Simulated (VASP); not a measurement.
A run of VASP 6.6.1:

INCAR

```
  PREC = Accurate
  ENCUT = 520
  EDIFF = 1E-6
  ISMEAR = 0
  SIGMA = 0.15
  LREAL = False
  LASPH = True
  NELM = 80
  ALGO = Normal
  ISIF = 2
  LWAVE = False
  LCHARG = False
  GGA = PE
  NBANDS = 15
```

File KPOINTS:

```
Automatic mesh
0
Gamma
  18 18 18
```

The input POSCAR:

```
TiC
1.0
    0.0000000000      2.1640000000      2.2181000000
    2.1640000000      0.0000000000      2.2181000000
    2.1640000000      2.1640000000      0.0000000000
Ti C
1 1
Direct
    0.0000000000      0.0000000000      0.0000000000
    0.5000000000      0.5000000000      0.5000000000
```

Potentials or basis: VASP PAW PBE potentials, release 64 (Ti_sv, C).

Command:

```console
$ cat potpaw_PBE.64/Ti_sv/POTCAR potpaw_PBE.64/C/POTCAR > POTCAR
$ mpirun -np 1 vasp_std > vasp.out
```

Hardware: 1 thread of AMD EPYC 7R13 (shared host).

Task: Estimate the wall time of this run.

Result: Run time: 3.9 min on 1 thread of AMD EPYC 7R13, with other jobs on the host, peak memory 0.23 GiB. Counts: scf iterations 14, k points 480.
